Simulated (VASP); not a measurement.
Write the native input for VASP 6.6.1 that does the following.

| Item | Value |
| --- | --- |
| Task | single point |
| Functional | HSE06 |
| Potentials or basis | VASP PAW PBE potentials, release 64 (K_sv, I) |
| Cutoff | 520 eV |
| k mesh | 4 × 4 × 4 |
| Occupations | gaussian, width 0.01 eV |
| Spin | no spin polarisation |
| Dipole correction | no |
| Grid for exact exchange (PRECFOCK) | Normal |
| Further INCAR settings | ALGO = Normal; EDIFF = 1e-07; NBANDS = 15 |
| Share of exact exchange | 0.25 |
| Screening parameter | 0.2079 1/Å |

Crystal: KI.

```
K I
1.0
     4.29095    0.00000    0.00000
     0.00000    4.29095    0.00000
     0.00000    0.00000    4.29095
K I
1 1
Direct
  0.00000 0.00000 0.00000
  0.50000 0.50000 0.50000
```

The input as run:

POSCAR

```
KI
1.0
    4.2909468193      0.0000000000      0.0000000000
    0.0000000000      4.2909468193      0.0000000000
    0.0000000000      0.0000000000      4.2909468193
K I
1 1
Direct
    0.0000000000      0.0000000000      0.0000000000
    0.5000000000      0.5000000000      0.5000000000
```

INCAR.step1

```
  PREC = Accurate
  ENCUT = 520
  EDIFF = 1E-5
  ISMEAR = 0
  SIGMA = 0.01
  LREAL = F
  LASPH = T
  NELM = 60
  ALGO = Normal
  ISIF = 2
  LWAVE = T
  LCHARG = F
  NBANDS = 15
  GGA = PE
```

INCAR.step2

```
  PREC = Accurate
  ENCUT = 520
  EDIFF = 1E-7
  ISMEAR = 0
  SIGMA = 0.01
  LREAL = F
  LASPH = T
  NELM = 60
  ALGO = Normal
  ISIF = 2
  LWAVE = F
  LCHARG = F
  GGA = PE
  LHFCALC = T
  HFSCREEN = 0.2079
  PRECFOCK = Normal
  NBANDS = 15
  ISTART = 1
```

KPOINTS

```
Automatic mesh
0
Gamma
  4 4 4
```

Potentials or basis: VASP PAW PBE potentials, release 64 (K_sv, I).

Run with:

```sh
$ cat potpaw_PBE.64/K_sv/POTCAR potpaw_PBE.64/I/POTCAR > POTCAR
$ cp INCAR.step1 INCAR
$ mpirun -np 1 vasp_std > vasp.out
$ cp INCAR.step2 INCAR
$ mpirun -np 1 vasp_std > vasp.out
```

Results of the run:

```yaml
Pressure: 0.3 GPa
Band_gap_on_the_k_mesh: 4.30 eV (least direct gap 4.69 eV)
```

Caveat: the structure was generated, so it needn't be the stable form of KI; the PAW data sets were made with another functional, which shifts forces and pressure a little; spin-orbit coupling is left out, which moves the levels of the heavy elements.

It took 6.2 min on 1 thread of Intel(R) Xeon(R) Platinum 8259CL CPU @ 2.50GHz (Skylake/Cascade Lake) (shared host), peak memory 0.29 GiB.
